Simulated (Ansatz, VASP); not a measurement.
# One calculation of CsSi3Ru, two programs

```
Cs Si Ru
1.0
     4.60614    0.00000    0.00000
     0.00000    4.60614    0.00000
     0.00000    0.00000    4.60614
Cs Si Ru
1 3 1
Direct
  0.00000 0.00000 0.00000
  0.00000 0.50000 0.50000
  0.50000 0.00000 0.50000
  0.50000 0.50000 0.00000
  0.50000 0.50000 0.50000
```

Alike in both runs: task relaxation of cell and atoms; functional PBE; k mesh 4 × 4 × 4; occupations gaussian, width 0.1 eV; no spin polarisation.

```csv
,VASP,Ansatz
version,VASP 6.6.1,Ansatz 0.2.0
potentials or method,"VASP PAW PBE potentials, release 64 (Cs_sv, Si, Ru_pv), cutoff 500 eV","scalar-relativistic, plane waves, PAW"
valence electrons in the cell,35,37
```

```tsv
	VASP	Ansatz	Ansatz less VASP
gap on the k mesh at the Fermi level, each at its own relaxed structure (eV)	none	none	-
relaxed volume (Å³/atom)	22.22	22.09	-0.137
relaxed cell length with the largest relative difference (Å)	4.808	4.798	-0.0099
```

A gap of «none» marks a metal or a gap that the smearing closes. VASP's potentials hold 35 valence electrons a cell and Ansatz's 37, so a difference there can come from the potentials and not from the codes.

Neither program's run includes spin-orbit coupling.
